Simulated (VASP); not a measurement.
# FeSi16 (a cell with a defect) in VASP: single point with PBEsol

Aim: the single point of FeSi16 (a cell with a defect) with PBEsol.

All numbers are computed with VASP 6.6.1; they aren't measurements. Logs are shortened: lines on timing, memory, paths and dates and some standing lists are left out, and cuts for length are marked.

## 1. The cell of the first run

The cell holds a defect, 17 atoms: a = 7.685 Å, b = 7.685 Å, c = 7.685 Å, α = 60.00°, β = 60.00°, γ = 60.00°.

## 2. Single point, PBEsol, collinear spin, ferromagnetic start

Input file INCAR:

```
SYSTEM = FeSi16
  ALGO = Normal
  EDIFF = 1E-6
  ENCUT = 520
  GGA = PS
  ISIF = 2
  ISMEAR = 0
  ISPIN = 2
  LASPH = .TRUE.
  LCHARG = .FALSE.
  LMAXMIX = 4
  LORBIT = 11
  LREAL = Auto
  LWAVE = .FALSE.
  MAGMOM = 0 0 0 0 0 0 0 0 0 0 0 0 0 0 0 0 2.3
  NBANDS = 54
  NELECT = 71.0
  NELM = 150
  PREC = Accurate
  SIGMA = 0.02
```

Input file KPOINTS:

```
k-points
0
G
  3 3 3
  0 0 0
```

Input file POSCAR:

```
FeSi16
1.0
    0.0000000000      5.4338342048     -5.4338342048
    5.4338342048      5.4338342048      0.0000000000
    5.4338342048      0.0000000000     -5.4338342048
Si Fe
16 1
Direct
    0.1286078069      0.1285778096      0.1246419148
    0.1276965719      0.6194736301      0.1231432493
    0.6144482651      0.1287794168      0.1259598608
    0.6258525512      0.6255726384      0.1209516108
    0.1218439825      0.1198698700      0.6358697873
    0.1208548099      0.6263606639      0.6238151317
    0.6270989087      0.1205700202      0.6242559806
    0.6275610134      0.6259177906      0.6241453773
    0.2503420143      0.7495648278      0.2501804341
    0.2420373811      0.2474109348      0.2647736287
    0.7476001930      0.7498175959      0.2504567583
    0.7483792929      0.2501822744      0.2504770938
    0.2533317080      0.7427367763      0.7491197461
    0.2527780474      0.2523087655      0.7505011832
    0.7496579480      0.7493688336      0.7498195282
    0.7431527809      0.2517325609      0.7514189514
   -0.0084232419     -0.0035228348      0.0166886763
```

Potentials or basis: VASP PAW PBE potentials, release 64 (Si, Fe).

Command:

```
$ cat potpaw_PBE.64/Si/POTCAR potpaw_PBE.64/Fe/POTCAR > POTCAR
$ mpirun -np 1 vasp_std > vasp.out
```

OUTCAR:

```text
SYSTEM = FeSi16
   EDIFF = 1E-6
   ENCUT = 520
   GGA = PS
   ISIF = 2
   ISMEAR = 0
   ISPIN = 2
   LASPH = .TRUE.
   LORBIT = 11
   LREAL = Auto
   NELECT = 71.0
   NELM = 150
   PREC = Accurate

 ion  position               nearest neighbor table
   1  0.129  0.129  0.125-  10 2.34  14 2.35  17 2.37   9 2.38  12 2.39
   2  0.128  0.619  0.123-  10 2.34  13 2.35  17 2.37   9 2.38  11 2.39
   3  0.614  0.129  0.126-  10 2.34  16 2.35  17 2.37  11 2.38  12 2.38
   4  0.626  0.626  0.121-  15 2.33  12 2.36  11 2.36   9 2.36
   5  0.122  0.120  0.636-  10 2.33  13 2.37  14 2.37  16 2.38  17 2.39
   6  0.121  0.626  0.624-  15 2.33   9 2.34  14 2.35  13 2.35
   7  0.627  0.121  0.624-  15 2.33  12 2.35  14 2.35  16 2.35
   8  0.628  0.626  0.624-  15 2.33  11 2.34  16 2.35  13 2.35
   9  0.250  0.750  0.250-   6 2.34   4 2.36   1 2.38   2 2.38  17 2.68
  10  0.242  0.247  0.265-   5 2.33   2 2.34   3 2.34   1 2.34
  11  0.748  0.750  0.250-   8 2.34   4 2.36   3 2.38   2 2.39  17 2.67
  12  0.748  0.250  0.250-   7 2.35   4 2.36   3 2.38   1 2.39  17 2.65
  13  0.253  0.743  0.749-   2 2.35   6 2.35   8 2.35   5 2.37  17 2.83
  14  0.253  0.252  0.751-   1 2.35   6 2.35   7 2.35   5 2.37  17 2.81
  15  0.750  0.749  0.750-   4 2.33   6 2.33   7 2.33   8 2.33
  16  0.743  0.252  0.751-   8 2.35   7 2.35   3 2.35   5 2.38  17 2.79
  17  0.992  0.996  0.017-   3 2.37   2 2.37   1 2.37   5 2.39  12 2.65  11 2.67   9 2.68  16 2.79
                            14 2.81  13 2.83

  LATTYP: Found a face centered cubic cell.
 ALAT       =    10.8676684096

  Lattice vectors:

 A1 = (   0.0000000000,   5.4338342048,  -5.4338342048)
 A2 = (   5.4338342048,   5.4338342048,   0.0000000000)
 A3 = (   5.4338342048,   0.0000000000,  -5.4338342048)

Analysis of symmetry for initial positions (statically):
=====================================================================
 Subroutine PRICEL returns:
 Original cell was already a primitive cell.

 Routine SETGRP: Setting up the symmetry group for a
 face centered cubic supercell.

 Subroutine GETGRP returns: Found  1 space group operations
 (whereof  1 operations were pure point group operations)
 out of a pool of 48 trial point group operations.

The static configuration has the point symmetry C_1 .

Analysis of symmetry for dynamics (positions and initial velocities):
=====================================================================
 Subroutine PRICEL returns:
 Original cell was already a primitive cell.

 Routine SETGRP: Setting up the symmetry group for a
 face centered cubic supercell.

 Subroutine GETGRP returns: Found  1 space group operations
 (whereof  1 operations were pure point group operations)
 out of a pool of 48 trial point group operations.

The dynamic configuration has the point symmetry C_1 .

Analysis of structural, dynamic, and magnetic symmetry:
=====================================================================
 Subroutine PRICEL returns:
 Original cell was already a primitive cell.

 Routine SETGRP: Setting up the symmetry group for a
 face centered cubic supercell.

 Subroutine GETGRP returns: Found  1 space group operations
 (whereof  1 operations were pure point group operations)
 out of a pool of 48 trial point group operations.

The overall configuration has the point symmetry C_1 .

 Subroutine INISYM returns: Found  1 space group operations
 (whereof  1 operations are pure point group operations),
 and found     1 'primitive' translations

----------------------------------------------------------------------------------------

                                     Primitive cell

  volume of cell :     320.8848

  direct lattice vectors                    reciprocal lattice vectors
     0.000000000  5.433834205 -5.433834205    -0.092016057  0.092016057 -0.092016057
     5.433834205  5.433834205  0.000000000     0.092016057  0.092016057  0.092016057
     5.433834205  0.000000000 -5.433834205     0.092016057 -0.092016057 -0.092016057

  length of vectors
     7.684602028  7.684602028  7.684602028     0.159376486  0.159376486  0.159376486

  position of ions in fractional coordinates (direct lattice)
     0.128607807  0.128577810  0.124641915
     0.127696572  0.619473630  0.123143249
     0.614448265  0.128779417  0.125959861
     0.625852551  0.625572638  0.120951611
     0.121843983  0.119869870  0.635869787
     0.120854810  0.626360664  0.623815132
[... 9 lines left out ...]
     0.743152781  0.251732561  0.751418951
     0.991576758  0.996477165  0.016688676

  ion indices of the primitive-cell ions
   primitive index   ion index
                 1           1
                 2           2
                 3           3
                 4           4
                 5           5
                 6           6
[... 9 lines left out ...]
                16          16
                17          17

[... 28 lines left out ...]
  0.000000  0.000000  0.000000      1.000000
  0.333333  0.000000  0.000000      2.000000
  0.000000  0.333333  0.000000      2.000000
  0.000000  0.000000  0.333333      2.000000
  0.333333  0.333333  0.333333      2.000000
  0.333333  0.333333  0.000000      2.000000
  0.000000  0.333333  0.333333      2.000000
  0.333333  0.000000  0.333333      2.000000
 -0.333333  0.333333  0.000000      2.000000
  0.000000 -0.333333  0.333333      2.000000
  0.333333  0.000000 -0.333333      2.000000
  0.333333  0.333333 -0.333333      2.000000
 -0.333333  0.333333 -0.333333      2.000000
  0.333333 -0.333333 -0.333333      2.000000
   k-points           NKPTS =     14   k-points in BZ     NKDIM =     14   number of bands    NBANDS=     54
   number of dos      NEDOS =    301   number of ions     NIONS =     17
   total plane-waves  NPLWV = 216000
   dimension x,y,z NGX =    60 NGY =   60 NGZ =   60
   dimension x,y,z NGXF=   120 NGYF=  120 NGZF=  120
   ions per type =              16   1
   NGX,Y,Z   is equivalent  to a cutoff of  12.98, 12.98, 12.98 a.u.
   NGXF,Y,Z  is equivalent  to a cutoff of  25.96, 25.96, 25.96 a.u.
 SYSTEM =  FeSi16
   PREC   = accura    normal or accurate (medium, high low for compatibility)
   ISTART =      0    job   : 0-new  1-cont  2-samecut
   ICHARG =      2    charge: 1-file 2-atom 10-const
   ISPIN  =      2    spin polarized calculation?
   LNONCOLLINEAR =      F non collinear calculations
   LSORBIT =      F    spin-orbit coupling
   LASPH  =      T    aspherical Exc in radial PAW
   ENCUT  =  520.0 eV  38.22 Ry    6.18 a.u.  14.29 14.29 14.29*2*pi/ulx,y,z
   NELM   =    150;   NELMIN=  2; NELMDL= -5     # of ELM steps
   EDIFF  = 0.1E-05   stopping-criterion for ELM
   LREAL  =      T    real-space projection
   EDIFFG = 0.1E-04   stopping-criterion for IOM
   NSW    =      0    number of steps for IOM
   IBRION =     -1    ionic relax: 0-MD 1-quasi-New 2-CG
   NFREE  =      0    steps in history (QN), initial steepest desc. (CG)
   ISIF   =      2    stress and relaxation
   ISYM   =      2    0-nonsym 1-usesym 2-fastsym
   POTIM  = 0.5000    time-step for ionic-motion
   TEBEG  =    0.0;   TEEND  =   0.0 temperature during run
   PSTRESS=    0.0 pullay stress
   NELECT =      71.0000    total number of electrons
   NUPDOWN=      -1.0000    fix difference up-down
   EMIN   =  10.00;   EMAX   =-10.00  energy-range for DOS
   EFERMI =   0.00;   METHOD = LEGACY
   ISMEAR =     0;   SIGMA  =   0.02  broadening in eV -4-tet -1-fermi 0-gaus
   EFERMI_NEDOS =   21; number of points for ismear=-14 and -15
   IALGO  =     38    algorithm
   IMIX   =      4    mixing-type and parameters
     AMIX     =   0.40;   BMIX     =  1.00
     AMIX_MAG =   1.60;   BMIX_MAG =  1.00
  volume/ion in A,a.u.               =      18.88       127.38
  Fermi-wavevector in a.u.,A,eV,Ry     =   0.990173  1.871156 13.339740  0.980443
  Thomas-Fermi vector in A             =   2.121825
   LORBIT       =     11    0 simple, 1 ext, 2 COOP (PROOUT), +10 PAW based schemes
   GGA     = PS    functional components
   LHFCALC =     F    Hartree Fock is set to
   AEXX    =    0.0000 exact exchange contribution
   IVDW    =     0    specifies the selected vdW correction
   LEPSILON=     F    determine dielectric tensor
   LRPA    =     F    only Hartree local field effects (RPA)
 spin polarized calculation
 Gauss-broadening in eV      SIGMA  =   0.02
  energy-cutoff  :      520.00
  volume of cell :      320.88
 maximum number of plane-waves:      8657
 NGX is ok and might be reduce to    60
   NGX = 29   NGY = 29   NGZ = 29

 number of electron      71.0000000 magnetization       2.9141274

 Free energy of the ion-electron system (eV)
  ---------------------------------------------------
  ext. energy  EPLUGINS =         0.00000000
  ---------------------------------------------------
  free energy    TOTEN  =      -105.70060705 eV

  energy without entropy =     -105.69940409  energy(sigma->0) =     -105.70000557

 E-fermi :   6.0808     XC(G=0):  -9.7705

 val. band max:        6.0679953267   @ k =   0.3333   0.3333   0.0000
 cond. band min:       6.0817404865   @ k =   0.3333   0.0000   0.3333
 fundamental gap:      0.0137451598
 Fermi energy:         6.0808228008

 spin component 1

 k-point     1 :       0.0000    0.0000    0.0000
  band No.  band energies     occupation
      1      -6.0998      1.00000
      2      -3.7355      1.00000
      3      -3.7283      1.00000
      4      -3.7147      1.00000
      5      -3.6976      1.00000
      6      -2.1619      1.00000
[... 689 lines left out ...]
     46       9.4479      0.00000
     47       9.5098      0.00000
 Fermi energy:         6.0808228008

 spin component 2

 k-point     1 :       0.0000    0.0000    0.0000
  band No.  band energies     occupation
      1      -6.0348      1.00000
      2      -3.6700      1.00000
      3      -3.6637      1.00000
      4      -3.6591      1.00000
      5      -3.6347      1.00000
      6      -2.0851      1.00000
[... 689 lines left out ...]
     46       9.5503      0.00000
     47       9.5950      0.00000
 [bands above 47 left out]

------------------------ aborting loop because EDIFF is reached ----------------------------------------

  FORCE on cell =-STRESS in cart. coord.  units (eV):
  Direction    XX          YY          ZZ          XY          YZ          ZX
  --------------------------------------------------------------------------------------
  -------------------------------------------------------------------------------------
  Total       -9.0009161     -8.9856971     -8.9880988     -0.4616041      0.5833308     -0.4902811
  in kB      -44.9415606    -44.8655721    -44.8775637     -2.3047884      2.9125697     -2.4479727
  external PRESSURE =     -44.8948988 kB  Pullay stress =       0.0000000 kB

 VOLUME and BASIS-vectors are now :
 -----------------------------------------------------------------------------
  energy-cutoff  :      520.00
  volume of cell :      320.88
      direct lattice vectors                 reciprocal lattice vectors
     0.000000000  5.433834205 -5.433834205    -0.092016057  0.092016057 -0.092016057
     5.433834205  5.433834205  0.000000000     0.092016057  0.092016057  0.092016057
     5.433834205  0.000000000 -5.433834205     0.092016057 -0.092016057 -0.092016057

 POSITION                                       TOTAL-FORCE (eV/Angst)
 -----------------------------------------------------------------------------------
      1.37595      1.39750     -1.37612         0.017842      0.003889     -0.002401
      4.03526      4.06000     -1.36302        -0.000574     -0.011106     -0.009191
      1.38421      4.03858     -4.02326         0.014219      0.001427      0.005759
      4.05649      6.80004     -4.05801         0.002508      0.000176      0.001192
      4.10656      1.31343     -4.11729         0.002269      0.008881      0.012359
      6.79325      4.06024     -4.04641         0.002002      0.001872     -0.000084
[... 9 lines left out ...]
      5.45096      5.40604     -8.12126        -0.002298     -0.000532      0.000847
      5.50538     10.80276     -5.47875        -0.006956      0.000374      0.000282
 -----------------------------------------------------------------------------------
    total drift:                                0.006589     -0.001927     -0.002396

  FREE ENERGIE OF THE ION-ELECTRON SYSTEM (eV)
  ---------------------------------------------------
  free  energy   TOTEN  =      -105.7006070529 eV

  energy  without entropy=     -105.6994040900  energy(sigma->0) =     -105.70000557

 total charge

# of ion       s       p       d       tot
------------------------------------------
    1        0.744   0.934   0.000   1.677
    2        0.743   0.934   0.000   1.678
    3        0.744   0.933   0.000   1.677
    4        0.749   0.920   0.000   1.669
    5        0.742   0.938   0.000   1.680
    6        0.749   0.926   0.000   1.674
[... 9 lines left out ...]
   16        0.745   0.920   0.000   1.665
   17        0.371   0.427   6.453   7.251
--------------------------------------------------
tot         12.322  15.206   6.453  33.981

 magnetization (x)

# of ion       s       p       d       tot
------------------------------------------
    1        0.001   0.033   0.000   0.035
    2        0.001   0.033   0.000   0.035
    3        0.001   0.033   0.000   0.035
    4        0.003   0.010   0.000   0.013
    5        0.001   0.030   0.000   0.031
    6        0.003   0.009   0.000   0.012
[... 9 lines left out ...]
   16        0.003   0.010   0.000   0.013
   17        0.013   0.014   2.108   2.135
--------------------------------------------------
tot          0.046   0.300   2.108   2.453
```

It took 13 min on 1 thread of Intel Xeon 6975P-C (Granite Rapids), shared host; peak memory 0.8 GiB.

Results:

| Property | Result |
| --- | --- |
| Free energy | -105.7006 eV |
| Largest force | 0.018 eV/Å |
| Net moment | 2.91 μB per cell |
| Site moments | Si +0.04, +0.01, +0.03, +0.02, -0.00 (each value once); Fe +2.13 μB |
| Valence electrons inside the program's atomic spheres | Si 1.68, 1.67, 1.66, 1.69 (each value once); Fe 7.25 |

Forces in eV/Å, atoms in the order of the input:
```
Si   0.018  0.004 -0.002
Si  -0.001 -0.011 -0.009
Si   0.014  0.001  0.006
Si   0.003  0.000  0.001
Si   0.002  0.009  0.012
Si   0.002  0.002  0.000
Si   0.002  0.000  0.000
Si   0.001 -0.001  0.001
Si  -0.006 -0.004  0.004
Si  -0.004 -0.002 -0.004
Si  -0.007  0.003 -0.006
Si  -0.006  0.001 -0.001
Si  -0.003 -0.004 -0.004
Si  -0.004  0.001  0.001
Si  -0.002  0.000  0.000
Si  -0.002 -0.001  0.001
Fe  -0.007  0.000  0.000
```

Levels at points of the mesh, in eV from the Fermi level:
Spin up:
```tsv
k point	band 33	band 34	band 35	band 36	band 37	band 38	band 39	band 40	band 41	band 42
(0.00, 0.00, 0.00)	-0.26	-0.25	-0.20	-0.01	0.06	0.09	0.67	0.67	0.89	0.90
```
Spin down:
| k point | band 32 | band 33 | band 34 | band 35 | band 36 | band 37 |
| --- | --- | --- | --- | --- | --- | --- |
| (0.00, 0.00, 0.00) | -0.63 | -0.06 | 0.14 | 0.22 | 0.26 | 0.48 |

Caveat: the cell carries a net charge on a neutralising background, which shifts energy and pressure; the cell is charged against a uniform background, so pressure and absolute levels hang on convention; the PAW data sets were made with another functional, which shifts forces and pressure a little.
